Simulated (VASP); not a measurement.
SiNi3:

```
Ni Si
1.0
     3.54200    0.00000    0.00000
     0.00000    3.54200    0.00000
     0.00000    0.00000    3.54200
Ni Si
3 1
Direct
  0.50000 0.50000 0.00000
  0.50000 0.00000 0.50000
  0.00000 0.50000 0.50000
  0.00000 0.00000 0.00000
```

- Program: VASP 6.6.1
- Task: relaxation of cell and atoms
- Functional: PBE
- Potentials or basis: VASP PAW PBE potentials, release 64 (Ni, Si)
- Cutoff: 600 eV
- k mesh: 8 × 8 × 8
- Occupations: fermi-dirac, width 0.05 eV
- Spin: collinear spin, ferromagnetic start
- Starting moments: [1.0, 1.0, 1.0, 0.0] μB

At the start: pressure -6.1 GPa; volume 11.11 Å³/atom.

Where does the relaxation end?

Over 5 steps the energy falls by 6.5 meV/atom and the volume is 10.78 Å³/atom (-3.0 %); space group Pm-3m (No. 221, to 0.1 Å) before and after; moment 0.00 μB per cell.

Step by step:
| step | energy change (eV) | largest force (eV/Å) | pressure (GPa) | volume (Å³) |
| --- | --- | --- | --- | --- |
| 1 | 0.0000 | 0.0000 | -6.06 | 44.44 |
| 2 | 0.0019 | 0.0000 | 6.42 | 41.79 |
| 3 | -0.0259 | 0.0000 | -0.26 | 43.14 |
| 4 | -0.0259 | 0.0000 | 0.20 | 43.08 |
| 5 | -0.0259 | 0.0000 | 0.06 | 43.11 |

Final structure:
```cif
data_structure
_symmetry_space_group_name_H-M 'P 1'
_symmetry_Int_Tables_number 1
_cell_length_a 3.5064
_cell_length_b 3.5064
_cell_length_c 3.5064
_cell_angle_alpha 90.000
_cell_angle_beta 90.000
_cell_angle_gamma 90.000
_cell_volume 43.11
loop_
_atom_site_label
_atom_site_type_symbol
_atom_site_fract_x
_atom_site_fract_y
_atom_site_fract_z
_atom_site_occupancy
Ni1 Ni 0.50000 0.50000 0.00000 1
Ni2 Ni 0.50000 0.00000 0.50000 1
Ni3 Ni 0.00000 0.50000 0.50000 1
Si1 Si 0.00000 0.00000 0.00000 1
```
